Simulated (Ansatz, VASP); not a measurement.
## One calculation of HfB2W3, two programs

```
Hf B W
1.0
     4.31347    0.00000    0.00000
    -2.15674    3.73558    0.00000
     0.00000    0.00000    5.68147
Hf B W
1 2 3
Direct
  0.00000 0.00000 0.00000
  0.00000 0.00000 0.27190
  0.00000 0.00000 0.72810
  0.33333 0.66667 0.50000
  0.66667 0.33333 0.50000
  0.00000 0.00000 0.50000
```

Alike in both runs: task single point; functional PBE; k mesh 6 × 6 × 4; occupations gaussian, width 0.1 eV; no spin polarisation.

|  | VASP | Ansatz |
| --- | --- | --- |
| version | VASP 6.6.1 | Ansatz 0.2.0 |
| potentials or method | VASP PAW PBE potentials, release 64 (Hf_pv, B, W_sv), cutoff 520 eV | scalar-relativistic, plane waves, PAW |
| valence electrons in the cell | 58 | 74 |

Ansatz gave:

```
gap on the k mesh at the Fermi level (eV) : none
rms of the force components (eV/Å)        : 12.984
```

Question: What did VASP give for the same quantities?

Answer: gap on the k mesh at the Fermi level (eV): none; rms of the force components (eV/Å): 13.574.

Atom by atom the forces differ by 0.590 eV/Å (rms over components). A gap of «none» marks a metal or a gap that the smearing closes. With one functional, cell and mesh, what is left measures potentials, basis and numerics. VASP's potentials hold 58 valence electrons a cell and Ansatz's 74, so a difference there can come from the potentials and not from the codes.

Spin-orbit coupling is off throughout.
